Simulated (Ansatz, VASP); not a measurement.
CoO in VASP and in Ansatz

```
Co O
1.0
     3.05049    0.00000    0.00000
    -1.52525    2.64180    0.00000
     0.00000    0.00000    5.67383
Co O
2 2
Direct
  0.00000 0.00000 0.00950
  0.33333 0.66667 0.50950
  0.00000 0.00000 0.36551
  0.33333 0.66667 0.86549
```

Change from the starting cell: strain +0.000 along x and y, +0.080 along z, atoms carried along.

Alike in both runs: task single point; functional PBEsol; k mesh 18 × 18 × 10; occupations gaussian, width 0.15 eV; collinear spin.

|  | VASP | Ansatz |
| --- | --- | --- |
| version | VASP 6.6.1 | Ansatz 0.2.0 |
| potentials or method | VASP PAW PBE potentials, release 64 (Co, O), cutoff 520 eV | scalar-relativistic, plane waves, PAW |
| valence electrons in the cell | 30 | 46 |

|  | VASP | Ansatz | Ansatz less VASP |
| --- | --- | --- | --- |
| gap on the k mesh at the Fermi level (eV) | none | none | - |
| pressure (GPa) | -11.0 | -10.8 | +0.23 |
| traceless stress, the component that is largest in VASP (GPa) | -9.89 | -9.59 | +0.300 |
| rms of the force components (eV/Å) | 0.246 | 0.258 | +0.0115 |
| net moment per atom (μB) | 0.00 | 0.00 | 0.000 |
| size of the moment on the site where the two differ most (μB) | 2.22 | 2.10 | -0.116 |

VASP's potentials were made for PBE, not for PBEsol. Site moments also hang on the region over which each program counts them. Atom by atom the forces differ by 0.011 eV/Å (rms over components). A gap of «none» marks a metal or a gap that the smearing closes. VASP's potentials hold 30 valence electrons a cell and Ansatz's 46, so a difference there can come from the potentials and not from the codes.
